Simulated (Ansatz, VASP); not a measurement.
# Two plane-wave programs on Ti3Al

File INCAR:

```
PREC = Accurate
ENCUT = 520
EDIFF = 1E-7
ISMEAR = 0
SIGMA = 0.15
LREAL = F
LASPH = T
NELM = 100
ALGO = Fast
ISIF = 2
LWAVE = F
LCHARG = F
GGA = PS
NBANDS = 28
```

Contents of KPOINTS:

```
Automatic mesh
0
Gamma
  18 18 6
```

POSCAR

```
Ti3Al
1.0
    2.8529483547      0.0000000000      0.0000000000
   -1.4264741773      2.4707257509      0.0000000000
    0.0000000000      0.0000000000     10.1656255774
Ti Al
3 1
Direct
    0.6666666667      0.3333333333      0.0000000000
    0.3333333333      0.6666666667      0.7511732072
    0.3333333333      0.6666666667      0.2488267928
    0.6666666667      0.3333333333      0.5000000000
```

Input for Ansatz:

```yaml
crystal:
  lattice:
    - [2.8529483547, 0.0, 0.0]
    - [-1.4264741773, 2.4707257509, 0.0]
    - [0.0, 0.0, 10.1656255774]
  atoms:
    - { symbol: Ti, position: [0.6666666667, 0.3333333333, 0.0] }
    - { symbol: Ti, position: [0.3333333333, 0.6666666667, 0.7511732072] }
    - { symbol: Ti, position: [0.3333333333, 0.6666666667, 0.2488267928] }
    - { symbol: Al, position: [0.6666666667, 0.3333333333, 0.5] }
basis:
  ecutwfc: 520.0
kpoints:
  mp_grid: { grid: [18, 18, 6] }
hamiltonian:
  xc: pbesol
  pseudopotentials: { kind: paw, azcp: { folder: soft_1 } }
scf:
  occupations: { method: gaussian, width: 0.15 }
output:
  forces: true
  stress: true
  eigenvalues: true
  write_density: true
  write_potential: true
  elf: true
  volumetric_format: npy
```

Alike in both runs: task single point; functional PBEsol; k mesh 18 × 18 × 6; occupations gaussian, width 0.15 eV; no spin polarisation.

```csv
,VASP,Ansatz
version,VASP 6.6.1,Ansatz 0.2.0
potentials or method,"VASP PAW PBE potentials, release 64 (Ti_sv, Al), cutoff 520 eV","scalar-relativistic, plane waves, PAW"
valence electrons in the cell,39,39
```

VASP gave:

* gap on the k mesh at the Fermi level (eV): none
* pressure (GPa): -7.7
* traceless stress, the component that is largest in VASP (GPa): -9.24
* rms of the force components (eV/Å): 0.086

Q: Estimate Ansatz's values.

A: gap on the k mesh at the Fermi level (eV): none; pressure (GPa): -7.7; traceless stress, the component that is largest in VASP (GPa): -9.35; rms of the force components (eV/Å): 0.088.

VASP's potentials were made for PBE, not for PBEsol, and Ansatz warns of the same on its side. Atom by atom the forces differ by 0.002 eV/Å (rms over components). A gap of «none» marks a metal or a gap that the smearing closes. With one functional, cell and mesh, what is left measures potentials, basis and numerics.
